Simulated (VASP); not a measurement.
# Mg3Zn2O5 (Immm) in VASP: single point with PBEsol

Aim: the single point of Mg3Zn2O5 with PBEsol.

Everything below comes from runs of VASP 6.6.1. Logs are shortened: lines on timing, memory, paths and dates and some standing lists are left out, and cuts for length are marked.

## Step 1: The cell of the first run

The structure is orthorhombic, space group Immm (No. 71). The conventional cell has a = 3.036 Å, b = 4.282 Å, c = 15.139 Å, α = 90.00°, β = 90.00°, γ = 90.00°. Mg (site symmetry mm2) has 6 O at 2.12 to 2.14 Å within 2.8 Å. Mg (site symmetry mmm) has 6 O at 2.12 to 2.14 Å within 2.8 Å. Within 2.8 Å of Zn (site symmetry mm2) lie 6 O at 2.14 to 2.17 Å. Within 2.8 Å of O (site symmetry mm2) lie 4 Mg at 2.12 to 2.14 Å and 2 Zn at 2.17 Å. Within 2.8 Å of O (site symmetry mm2) lie 2 Mg at 2.12 Å and 4 Zn at 2.14 to 2.17 Å. O (site symmetry mmm) has 6 Mg at 2.14 Å within 2.8 Å.

## Step 2: Single point, PBEsol

The input, INCAR:

```
PREC = Accurate
ENCUT = 520
EDIFF = 1E-6
ISMEAR = 0
SIGMA = 0.02
LREAL = F
LASPH = T
NELM = 60
ALGO = Normal
ISIF = 2
LWAVE = F
LCHARG = F
GGA = PS
NBANDS = 41
```

The input, KPOINTS:

```
regular mesh
0
Gamma
  10 10 10
```

The input, POSCAR:

```
Mg3Zn2O5
1.0
   -1.5178358000      2.1409447000      7.5693460000
    1.5178358000     -2.1409447000      7.5693460000
    1.5178358000      2.1409447000     -7.5693460000
Mg Zn O
3 2 5
Direct
    0.4004240000      0.4004240000      0.0000000000
    0.5995760000      0.5995760000      0.0000000000
    0.0000000000      0.0000000000      0.0000000000
    0.8003930000      0.8003930000      0.0000000000
    0.1996070000      0.1996070000      0.0000000000
    0.0974650000      0.5974650000      0.5000000000
    0.3024080000      0.8024080000      0.5000000000
    0.5000000000      0.0000000000      0.5000000000
    0.6975920000      0.1975920000      0.5000000000
    0.9025350000      0.4025350000      0.5000000000
```

Potentials or basis: VASP PAW PBE potentials, release 64 (Mg, Zn, O).

Command:

```console
$ cat potpaw_PBE.64/Mg/POTCAR potpaw_PBE.64/Zn/POTCAR potpaw_PBE.64/O/POTCAR > POTCAR
$ mpirun -np 1 vasp_std > vasp.out
```

OUTCAR:

```text
PREC = Accurate
   ENCUT = 520
   EDIFF = 1E-6
   ISMEAR = 0
   LREAL = F
   LASPH = T
   NELM = 60
   ISIF = 2
   GGA = PS

 ion  position               nearest neighbor table
   1  0.400  0.400  0.000-   7 2.12   7 2.12   8 2.14   8 2.14  10 2.14  10 2.14   2 3.01   3 3.03
                             3 3.03   3 3.03   3 3.03   4 3.03   4 3.03   4 3.03   4 3.03   5 3.04
   2  0.600  0.600  0.000-   9 2.12   9 2.12   8 2.14   8 2.14   6 2.14   6 2.14   1 3.01   3 3.03
                             3 3.03   3 3.03   3 3.03   5 3.03   5 3.03   5 3.03   5 3.03   4 3.04
   3  0.000  0.000  0.000-   6 2.12  10 2.12   6 2.12  10 2.12   8 2.14   8 2.14   5 3.02   4 3.02
                             1 3.03   2 3.03   2 3.03   1 3.03   2 3.03   1 3.03   2 3.03   1 3.03
   4  0.800  0.800  0.000-   7 2.14   7 2.14  10 2.17  10 2.17   9 2.17   9 2.17   3 3.02   1 3.03
                             1 3.03   1 3.03   1 3.03   5 3.04   5 3.04   5 3.04   5 3.04   2 3.04
   5  0.200  0.200  0.000-   9 2.14   9 2.14   6 2.17   6 2.17   7 2.17   7 2.17   3 3.02   2 3.03
                             2 3.03   2 3.03   2 3.03   4 3.04   4 3.04   4 3.04   4 3.04   1 3.04
   6  0.097  0.597  0.500-   3 2.12   3 2.12   2 2.14   2 2.14   5 2.17   5 2.17
   7  0.302  0.802  0.500-   1 2.12   1 2.12   4 2.14   4 2.14   5 2.17   5 2.17
   8  0.500  0.000  0.500-   1 2.14   2 2.14   2 2.14   1 2.14   3 2.14   3 2.14
   9  0.698  0.198  0.500-   2 2.12   2 2.12   5 2.14   5 2.14   4 2.17   4 2.17
  10  0.903  0.403  0.500-   3 2.12   3 2.12   1 2.14   1 2.14   4 2.17   4 2.17

  LATTYP: Found a body centered orthorhombic cell.
 ALAT       =     3.0356716000
 B/A-ratio  =     1.4105245772
 C/A-ratio  =     4.9869333692

  Lattice vectors:

 A1 = (  -1.5178358000,   2.1409447000,   7.5693460000)
 A2 = (   1.5178358000,  -2.1409447000,   7.5693460000)
 A3 = (   1.5178358000,   2.1409447000,  -7.5693460000)

Analysis of symmetry for initial positions (statically):
=====================================================================
 Subroutine PRICEL returns:
 Original cell was already a primitive cell.

 Routine SETGRP: Setting up the symmetry group for a
 body centered orthorhombic supercell.

 Subroutine GETGRP returns: Found  8 space group operations
 (whereof  8 operations were pure point group operations)
 out of a pool of  8 trial point group operations.

The static configuration has the point symmetry D_2h.

Analysis of symmetry for dynamics (positions and initial velocities):
=====================================================================
 Subroutine PRICEL returns:
 Original cell was already a primitive cell.

 Routine SETGRP: Setting up the symmetry group for a
 body centered orthorhombic supercell.

[... 133 lines left out ...]
   EMIN   =  10.00;   EMAX   =-10.00  energy-range for DOS
   EFERMI =   0.00;   METHOD = LEGACY
   ISMEAR =     0;   SIGMA  =   0.02  broadening in eV -4-tet -1-fermi 0-gaus
   EFERMI_NEDOS =   21; number of points for ismear=-14 and -15
   IALGO  =     38    algorithm
   IMIX   =      4    mixing-type and parameters
     AMIX     =   0.40;   BMIX     =  1.00
     AMIX_MAG =   1.60;   BMIX_MAG =  1.00
  volume/ion in A,a.u.               =       9.84        66.40
  Fermi-wavevector in a.u.,A,eV,Ry     =   1.388276  2.623461 26.222636  1.927309
  Thomas-Fermi vector in A             =   2.512417
   LORBIT       =      0    0 simple, 1 ext, 2 COOP (PROOUT), +10 PAW based schemes
   GGA     = PS    functional components
   LHFCALC =     F    Hartree Fock is set to
   AEXX    =    0.0000 exact exchange contribution
   IVDW    =     0    specifies the selected vdW correction
   LEPSILON=     F    determine dielectric tensor
   LRPA    =     F    only Hartree local field effects (RPA)
 non-spin polarized calculation
 Gauss-broadening in eV      SIGMA  =   0.02
  energy-cutoff  :      520.00
  volume of cell :       98.39
 maximum number of plane-waves:      2677
   NGX = 29   NGY = 29   NGZ = 29

 number of electron      60.0000005 magnetization

 Free energy of the ion-electron system (eV)
  ---------------------------------------------------
  ext. energy  EPLUGINS =         0.00000000
  ---------------------------------------------------
  free energy    TOTEN  =       -56.48811153 eV

  energy without entropy =      -56.48811153  energy(sigma->0) =      -56.48811153

 E-fermi :   2.8579     XC(G=0): -11.6465

 val. band max:        2.7592070329   @ k =   0.4000  -0.3000   0.2000
 cond. band min:       5.1698076942   @ k =   0.0000   0.0000   0.0000
 fundamental gap:      2.4106006613
 Fermi energy:         2.8578745824

 k-point     1 :       0.0000    0.0000    0.0000
  band No.  band energies     occupation
      1     -14.9749      2.00000
      2     -14.0906      2.00000
      3     -14.0352      2.00000
      4     -13.5516      2.00000
      5     -13.2888      2.00000
      6      -2.5140      2.00000
[... 1045 lines left out ...]
     40      13.9541      0.00000
     41      14.2921      0.00000

 [... further k-points ...]

------------------------ aborting loop because EDIFF is reached ----------------------------------------

  FORCE on cell =-STRESS in cart. coord.  units (eV):
  Direction    XX          YY          ZZ          XY          YZ          ZX
  --------------------------------------------------------------------------------------
  -------------------------------------------------------------------------------------
  Total       -3.3639826     -3.4184299     -3.4333149      0.0000000      0.0000000      0.0000000
  in kB      -54.7792067    -55.6658284    -55.9082147      0.0000000      0.0000000      0.0000000
  external PRESSURE =     -55.4510832 kB  Pullay stress =       0.0000000 kB

 VOLUME and BASIS-vectors are now :
 -----------------------------------------------------------------------------
  energy-cutoff  :      520.00
  volume of cell :       98.39
      direct lattice vectors                 reciprocal lattice vectors
    -1.517835800  2.140944700  7.569346000     0.000000000  0.233541763  0.066055905
     1.517835800 -2.140944700  7.569346000     0.329416397  0.000000000  0.066055905
     1.517835800  2.140944700 -7.569346000     0.329416397  0.233541763  0.000000000

 POSITION                                       TOTAL-FORCE (eV/Angst)
 -----------------------------------------------------------------------------------
      0.00000      0.00000      6.06190        -0.000000      0.000000     -0.016874
      0.00000      0.00000      9.07680        -0.000000      0.000000      0.016874
      0.00000      0.00000      0.00000        -0.000000     -0.000000      0.000000
      0.00000      0.00000     12.11690        -0.000000      0.000000     -0.008131
      0.00000      0.00000      3.02179         0.000000     -0.000000      0.008131
      1.51784      0.00000      1.47549         0.000000     -0.000000      0.063138
      1.51784      0.00000      4.57806         0.000000     -0.000000     -0.077340
      0.00000      2.14094      0.00000        -0.000000     -0.000000      0.000000
      0.00000      2.14094      2.99128        -0.000000      0.000000      0.077340
      0.00000      2.14094      6.09385        -0.000000      0.000000     -0.063138
 -----------------------------------------------------------------------------------
    total drift:                                0.000000      0.000000      0.000000

  FREE ENERGIE OF THE ION-ELECTRON SYSTEM (eV)
  ---------------------------------------------------
  free  energy   TOTEN  =       -56.4881115294 eV

  energy  without entropy=      -56.4881115294  energy(sigma->0) =      -56.48811153
```

It took 18 min on 1 thread of Intel Xeon 6975P-C (Granite Rapids), shared host; peak memory 0.86 GiB.

Results:

```
Free energy            : -56.4881 eV
Pressure               : -5.5 GPa
Largest force          : 0.077 eV/Å
Band gap on the k mesh : 2.41 eV (least direct gap 2.70 eV)
```

Forces on the atoms (eV/Å):
```
Mg   0.000  0.000 -0.017
Mg   0.000  0.000  0.017
Mg   0.000  0.000  0.000
Zn   0.000  0.000 -0.008
Zn   0.000  0.000  0.008
O    0.000  0.000  0.063
O    0.000  0.000 -0.077
O    0.000  0.000  0.000
O    0.000  0.000  0.077
O    0.000  0.000 -0.063
```

Stress tensor (GPa, compression positive):
```
-5.48  0.00  0.00
 0.00 -5.57  0.00
 0.00  0.00 -5.59
```

Caveat: the cell stands under tension; the PAW data sets were made with another functional, which shifts forces and pressure a little. A k mesh can miss the band edges.
